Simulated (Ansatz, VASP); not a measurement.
## Si5C in VASP and in Ansatz

File INCAR:

```
PREC = Accurate
ENCUT = 600
EDIFF = 1E-7
ISMEAR = 0
SIGMA = 0.1
LREAL = F
LASPH = T
NELM = 100
ALGO = Normal
ISIF = 3
LWAVE = F
LCHARG = F
GGA = PE
IBRION = 2
NSW = 90
EDIFFG = -0.04
```

KPOINTS

```
Automatic mesh
0
Gamma
  6 6 2
```

File POSCAR:

```
Si5C
1.0
    2.7765106600      0.0000000000      0.0000000000
   -1.3882553300      2.4045287700      0.0000000000
    0.0000000000      0.0000000000     13.3001225800
Si C
5 1
Direct
    0.3333333300      0.6666666700      0.8333333300
    0.3333333300      0.6666666700      0.1666666700
    0.3333333300      0.6666666700      0.5000000000
    0.6666666700      0.3333333300      0.3333333300
    0.6666666700      0.3333333300      0.6666666700
    0.6666666700      0.3333333300      0.0000000000
```

Input for Ansatz:

```yaml
crystal:
  lattice:
    - [2.77651066, 0.0, 0.0]
    - [-1.38825533, 2.40452877, 0.0]
    - [0.0, 0.0, 13.30012258]
  atoms:
    - { symbol: Si, position: [0.33333333, 0.66666667, 0.83333333] }
    - { symbol: Si, position: [0.33333333, 0.66666667, 0.16666667] }
    - { symbol: Si, position: [0.33333333, 0.66666667, 0.5] }
    - { symbol: Si, position: [0.66666667, 0.33333333, 0.33333333] }
    - { symbol: Si, position: [0.66666667, 0.33333333, 0.66666667] }
    - { symbol: C, position: [0.66666667, 0.33333333, 0.0] }
basis:
  ecutwfc: 420
kpoints:
  mp_grid: { grid: [6, 6, 2] }
hamiltonian:
  xc: pbe
scf:
  occupations: { method: gaussian, width: 0.1 }
  lower_state_search: "off"
output:
  forces: true
  stress: true
  eigenvalues: true
relax:
  adjacent_minimum: "off"
  f_tol: 0.04
  max_steps: 70
  cell: { stress_tol: 0.4 }
```

Alike in both runs: task relaxation of cell and atoms; functional PBE; k mesh 6 × 6 × 2; occupations gaussian, width 0.1 eV; no spin polarisation.

|  | VASP | Ansatz |
| --- | --- | --- |
| version | VASP 6.6.1 | Ansatz 0.2.0 |
| potentials or method | VASP PAW PBE potentials, release 64 (Si, C), cutoff 600 eV | scalar-relativistic, plane waves, PAW |
| valence electrons in the cell | 24 | 24 |

|  | VASP | Ansatz | Ansatz less VASP |
| --- | --- | --- | --- |
| gap on the k mesh at the Fermi level, each at its own relaxed structure (eV) | none | none | - |
| relaxed volume (Å³/atom) | 12.89 | 13.37 | +0.479 |
| relaxed cell length with the largest relative difference (Å) | 10.281 | 12.060 | +1.7788 |

A gap of «none» marks a metal or a gap that the smearing closes. One of these differences is far larger than is usual between the two programs; its cause wasn't traced.

The k mesh is coarse, so the values compare programs but aren't converged.
